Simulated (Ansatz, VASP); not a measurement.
K2BePtF6: VASP beside Ansatz

POSCAR

```
K2BePtF6
1.0
    0.0000000000      4.0389340000      4.0389340000
    4.0389340000      0.0000000000      4.0389340000
    4.0389340000      4.0389340000      0.0000000000
K F Pt Be
2 6 1 1
Direct
    0.2500000000      0.2500000000      0.2500000000
    0.7500000000      0.7500000000      0.7500000000
    0.7620000000      0.2380000000      0.2380000000
    0.2380000000      0.7620000000      0.2380000000
    0.2380000000      0.7620000000      0.7620000000
    0.7620000000      0.2380000000      0.7620000000
    0.2380000000      0.2380000000      0.7620000000
    0.7620000000      0.7620000000      0.2380000000
    0.0000000000      0.0000000000      0.0000000000
    0.5000000000      0.5000000000      0.5000000000
```

The input INCAR.step1:

```
SYSTEM = K2BePtF6
ALGO = Normal
EDIFF = 1E-4
ENCUT = 520
GGA = PE
ISMEAR = -5
LASPH = .TRUE.
LCHARG = .FALSE.
LREAL = .FALSE.
LWAVE = .TRUE.
NBANDS = 47
NELM = 60
PREC = Accurate
SIGMA = 0.1
```

INCAR.step2

```
SYSTEM = K2BePtF6
ALGO = Normal
EDIFF = 1E-6
ENCUT = 520
ISIF = 2
ISMEAR = -5
ISTART = 1
LASPH = .TRUE.
LCHARG = .FALSE.
LMIXTAU = .TRUE.
LREAL = .FALSE.
LWAVE = .FALSE.
METAGGA = R2SCAN
NBANDS = 47
NELM = 60
PREC = Accurate
SIGMA = 0.1
```

The input KPOINTS:

```
k-points
0
G
  6 6 6
  0 0 0
```

Input for Ansatz:

```yaml
crystal:
  lattice:
    - [0.0, 4.038934, 4.038934]
    - [4.038934, 0.0, 4.038934]
    - [4.038934, 4.038934, 0.0]
  atoms:
    - { symbol: K, position: [0.25, 0.25, 0.25] }
    - { symbol: K, position: [0.75, 0.75, 0.75] }
    - { symbol: F, position: [0.762, 0.238, 0.238] }
    - { symbol: F, position: [0.238, 0.762, 0.238] }
    - { symbol: F, position: [0.238, 0.762, 0.762] }
    - { symbol: F, position: [0.762, 0.238, 0.762] }
    - { symbol: F, position: [0.238, 0.238, 0.762] }
    - { symbol: F, position: [0.762, 0.762, 0.238] }
    - { symbol: Pt, position: [0.0, 0.0, 0.0] }
    - { symbol: Be, position: [0.5, 0.5, 0.5] }
  symmetry: { tolerance: 0.0003 }
kpoints:
  mp_grid: { grid: [6, 6, 6], shift: [0, 0, 0] }
  band_path:
    path:
      - [0.0, 0.0, 0.0]
      - [0.5, 0.0, 0.5]
      - [0.625, 0.25, 0.625]
      - [0.375, 0.375, 0.75]
      - [0.0, 0.0, 0.0]
      - [0.5, 0.5, 0.5]
      - [0.5, 0.25, 0.75]
      - [0.5, 0.0, 0.5]
    npoints: 8
magnetization:
  spin_polarized: false
scf:
  occupations: { method: tetrahedron }
  lower_state_search: "off"
  max_iter: 200
hamiltonian:
  pseudopotentials: { kind: paw }
  xc: r2scan
basis:
  ecutwfc: 500
  fft_grid_basis: typed
output:
  forces: true
  stress: true
  eigenvalues: true
  bader: true
  populations: true
  elf: true
  write_potential: true
  volumetric_format: npy
  dos:
    e_range: [-12, 8]
    de: 0.05
    projected: { site_lists: { Be: [Be], F: [F], K: [K], Pt: [Pt] } }
checkpoint:
  read: saved_state
```

Alike in both runs: task single point; functional r2SCAN; k mesh 6 × 6 × 6; occupations tetrahedron; no spin polarisation.

|  | VASP | Ansatz |
| --- | --- | --- |
| version | VASP 6.6.1 | Ansatz 0.2.0 |
| potentials or method | VASP PAW PBE potentials, release 64 (K_sv, F, Pt, Be), cutoff 520 eV | PAW plane waves |
| valence electrons in the cell | 72 | 80 |

|  | VASP | Ansatz | Ansatz less VASP |
| --- | --- | --- | --- |
| pressure (GPa) | 17.3 | 16.5 | -0.85 |
| rms of the force components (eV/Å) | 2.395 | 2.263 | -0.1311 |

VASP's potentials were made for PBE, not for r2SCAN. Atom by atom the forces differ by 0.131 eV/Å (rms over components). With one functional, cell and mesh, what is left measures potentials, basis and numerics. VASP's potentials hold 72 valence electrons a cell and Ansatz's 80, so a difference there can come from the potentials and not from the codes. Ansatz's warnings: band table not solved further, product built on unsolved table, tetrahedron derivatives may miss energy slope.

Neither program's run includes spin-orbit coupling.
